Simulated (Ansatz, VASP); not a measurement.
# One calculation of Nb, two programs

Contents of INCAR:

```
SYSTEM = Nb
PREC = Accurate
ENCUT = 520
EDIFF = 1E-7
ISMEAR = -1
SIGMA = 0.1
LREAL = .False.
LASPH = .True.
NELM = 60
ALGO = Normal
ISIF = 2
LWAVE = .False.
LCHARG = .False.
GGA = PE
NBANDS = 12
```

File KPOINTS:

```
regular mesh
0
Gamma
  16 16 16
  0 0 0
```

POSCAR

```
Nb
1.0
    2.7219351117      0.0000000000      0.0000000000
    0.0000000000      2.7219351117      0.0000000000
    0.0000000000      0.0000000000      2.7219351117
Nb
1
Direct
    0.0000000000      0.0000000000      0.0000000000
```

Input for Ansatz:

```yaml
crystal:
  lattice:
    - [2.7219351117, 0.0, 0.0]
    - [0.0, 2.7219351117, 0.0]
    - [0.0, 0.0, 2.7219351117]
  atoms:
    - { symbol: Nb, position: [0.0, 0.0, 0.0] }
kpoints:
  mp_grid: { grid: [16, 16, 16] }
  band_path:
    path:
      - [0.0, 0.0, 0.0]
      - [0.0, 0.5, 0.0]
      - [0.5, 0.5, 0.0]
      - [0.0, 0.0, 0.0]
      - [0.5, 0.5, 0.5]
      - [0.0, 0.5, 0.0]
      - [0.5, 0.5, 0.5]
      - [0.5, 0.5, 0.0]
    npoints: 14
scf:
  occupations: { method: fermi_dirac, width: 0.1 }
hamiltonian:
  xc: pbe
  pseudopotentials: { kind: all_electron, lapw: { basis_error: 0.001 } }
output:
  forces: true
  stress: true
  eigenvalues: true
  populations: true
  dos: { projected: true, de: 0.2, e_range: [-14, 8] }
```

Alike in both runs: task single point; functional PBE; k mesh 16 × 16 × 16; occupations fermi-dirac, width 0.1 eV; no spin polarisation.

```csv
,VASP,Ansatz
version,VASP 6.6.1,Ansatz 0.2.0
potentials or method,"VASP PAW PBE potentials, release 64 (Nb_sv), cutoff 520 eV","all-electron LAPW, scalar-relativistic"
```

```csv
,VASP,Ansatz,Ansatz less VASP
pressure (GPa),-0.2,0.0,+0.20
```

Ansatz ran all-electron here, and VASP with PAW potentials.
